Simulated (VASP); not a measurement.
Here is a VASP 6.6.1 calculation.

The input INCAR:

```
SYSTEM = Ge3Te2Pt
ALGO = Normal
EDIFF = 1E-6
ENCUT = 520
GGA = PE
ISIF = 2
ISMEAR = 0
LASPH = .True.
LCHARG = .False.
LREAL = .False.
LWAVE = .False.
NBANDS = 41
NELM = 100
PREC = Accurate
SIGMA = 0.1
```

File KPOINTS:

```
k-points
0
Gamma
  12 12 4
  0 0 0
```

POSCAR

```
Ge3Te2Pt
1.0
    3.1788950316      0.0000000000      0.0000000000
    0.0000000000      3.1788950316      0.0000000000
    0.0000000000      0.0000000000     13.5804304938
Ge Te Pt
3 2 1
Direct
    0.0000000000      0.0000000000      0.0000000000
    0.0000000000      0.0000000000      0.6138417019
    0.0000000000      0.0000000000      0.3861582981
    0.5000000000      0.5000000000      0.8237930572
    0.5000000000      0.5000000000      0.1762069428
    0.5000000000      0.5000000000      0.5000000000
```

Potentials or basis: VASP PAW PBE potentials, release 64 (Ge_d, Te, Pt).

The run is started by

```sh
$ cat potpaw_PBE.64/Ge_d/POTCAR potpaw_PBE.64/Te/POTCAR potpaw_PBE.64/Pt/POTCAR > POTCAR
$ mpirun -np 1 vasp_std > vasp.out
```

Problem. Estimate the pressure.

Solution. 0.0 GPa.

Problem. Predict the band gap on the k mesh.

Solution. Zero (bands 32 and 33 overlap by 2.70 eV).

Problem. Predict the largest force.

Solution. 0.008 eV/Å.

Forces in eV/Å, atoms in the order of the input:
```
Ge   0.000  0.000  0.000
Ge   0.000  0.000  0.008
Ge   0.000  0.000 -0.008
Te   0.000  0.000 -0.001
Te   0.000  0.000  0.001
Pt   0.000  0.000  0.000
```

Caveat: spin-orbit coupling is left out, which moves the levels of the heavy elements.
